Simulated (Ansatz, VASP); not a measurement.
## Ir: VASP beside Ansatz

```xyz
1
Lattice="0.0000 1.9361 1.9361 1.9361 0.0000 1.9361 1.9361 1.9361 0.0000" Properties=species:S:1:pos:R:3 pbc="T T T"
Ir    0.0000    0.0000    0.0000
```

Alike in both runs: task single point; functional PBE; k mesh 14 × 14 × 14; occupations gaussian, width 0.2 eV; no spin polarisation.

```csv
,VASP,Ansatz
version,VASP 6.6.1,Ansatz 0.2.0
potentials or method,"VASP PAW PBE potentials, release 64 (Ir), cutoff 520 eV","plane waves (420 eV) with PAW, scalar-relativistic"
valence electrons in the cell,9,17
```

VASP gave:

| Quantity | Value |
| --- | --- |
| pressure (GPa) | 0.4 |

Task: Which values does Ansatz return?

Result: Pressure (GPa): -0.1.

The functional is the same, so the differences come from potentials, cutoffs and numerics. VASP's potentials hold 9 valence electrons a cell and Ansatz's 17, so a difference there can come from the potentials and not from the codes.

Neither program's run includes spin-orbit coupling.
